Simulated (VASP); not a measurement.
P: relaxation of cell and atoms with PBE

Crystal: P.

```
CELL_PARAMETERS angstrom
-3.93905 3.93905 3.21916
3.93905 -3.93905 3.21916
3.93905 3.93905 -3.21916
ATOMIC_POSITIONS crystal
P 0.27679 0.40717 0.75050
P 0.65667 0.52629 0.24950
P 0.27629 0.90667 0.74950
P 0.15717 0.52679 0.25050
P 0.09333 0.84283 0.36962
P 0.47321 0.72371 0.63038
P 0.59283 0.34333 0.86962
P 0.47371 0.72321 0.13038
```

The cell was generated, and may not be a known phase.

- Program: VASP 6.6.1
- Task: relaxation of cell and atoms
- Functional: PBE
- Potentials or basis: VASP PAW PBE potentials, release 64 (P)
- Cutoff: 600 eV
- k mesh: 6 × 6 × 6
- Occupations: gaussian, width 0.02 eV
- Spin: no spin polarisation
- Dipole correction: no
- Further INCAR settings: ALGO = Normal; EDIFF = 1e-07; IBRION = 2; EDIFFG = -0.01; NSW = 100; ISIF = 3

| Property | Result |
| --- | --- |
| Relaxed volume | 24.91 Å³/atom |
| Relaxed cell | a = 6.428 Å, b = 6.428 Å, c = 6.428 Å, α = 104.50°, β = 104.50°, γ = 119.96° |
| Space group after relaxing (to 0.1 Å) | I-42d (No. 122) |
| Energy gained by relaxing | 0.1 meV/atom |
| Ionic steps | 3 |
| Pressure after relaxing | 0.0 GPa |
| Largest force after relaxing | 0.007 eV/Å |
| Band gap on the k mesh | 1.63 eV (least direct gap 1.71 eV) |

Forces in eV/Å, atoms in the order of the input:
```
P    0.007  0.001 -0.001
P   -0.007 -0.001 -0.001
P   -0.001 -0.007 -0.001
P    0.001  0.007 -0.001
P   -0.007  0.001  0.001
P    0.007 -0.001  0.001
P    0.001 -0.007  0.001
P   -0.001  0.007  0.001
```

Step by step:
```csv
step,energy change (eV),largest force (eV/Å),pressure (GPa),volume (Å³)
1,0.0000,0.0641,-0.24,199.80
2,0.0000,0.0623,0.27,198.71
3,-0.0008,0.0069,0.01,199.25
```

Final structure:
```
P
1.0
    -3.93554    3.93554    3.21617
     3.93554   -3.93554    3.21617
     3.93554    3.93554   -3.21617
P
8
Direct
  0.27708 0.40743 0.75067
  0.65676 0.52641 0.24933
  0.27641 0.90676 0.74933
  0.15743 0.52708 0.25067
  0.09324 0.84257 0.36965
  0.47292 0.72359 0.63035
  0.59257 0.34324 0.86965
  0.47358 0.72292 0.13035
```

Levels at points of the mesh, in eV from the valence-band top:
```tsv
k point	band 16	band 17	band 18	band 19	band 20	band 21	band 22	band 23	band 24	band 25
(0.00, 0.00, 0.00)	-1.93	-1.66	-0.81	-0.65	-0.65	2.42	2.60	2.60	3.31	3.57
(0.50, 0.00, 0.00)	-1.46	-0.98	-0.91	-0.17	-0.08	1.63	2.77	2.79	2.93	3.36
(0.50, 0.50, 0.00)	-1.47	-0.78	-0.78	-0.68	-0.68	2.20	2.20	2.71	2.71	3.83
(0.50, 0.50, 0.50)	-1.81	-0.75	-0.75	-0.58	-0.58	2.31	2.31	2.48	2.48	3.71
```

It took 4.7 min on 1 thread of Intel(R) Xeon(R) 6975P-C (Granite Rapids) (shared host), peak memory 0.47 GiB.

A k mesh can miss the band edges.
